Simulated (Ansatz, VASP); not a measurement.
## Two plane-wave programs on CaPb2

```xyz
3
Lattice="2.0716 1.1960 6.2567 -2.0716 1.1960 6.2567 0.0000 -2.3921 6.2567" Properties=species:S:1:pos:R:3 pbc="T T T"
Ca    0.0000    0.0000    0.0000
Pb    0.0000    0.0000   14.0776
Pb    0.0000    0.0000    4.6925
```

Alike in both runs: task relaxation of cell and atoms; functional PBE; k mesh 6 × 6 × 6; occupations gaussian, width 0.1 eV; no spin polarisation.

```csv
,VASP,Ansatz
version,VASP 6.6.1,Ansatz 0.2.0
potentials or method,"VASP PAW PBE potentials, release 64 (Ca_sv, Pb_d), cutoff 600 eV","scalar-relativistic, plane waves, PAW"
valence electrons in the cell,38,38
```

|  | VASP | Ansatz | Ansatz less VASP |
| --- | --- | --- | --- |
| gap on the k mesh at the Fermi level, each at its own relaxed structure (eV) | none | none | - |
| relaxed volume (Å³/atom) | 34.89 | 34.79 | -0.099 |
| relaxed length of the cell vector where the two differ most in proportion (Å) | 6.027 | 6.028 | +0.0012 |

A gap of «none» marks a metal or a gap that the smearing closes.

Neither program's run includes spin-orbit coupling.
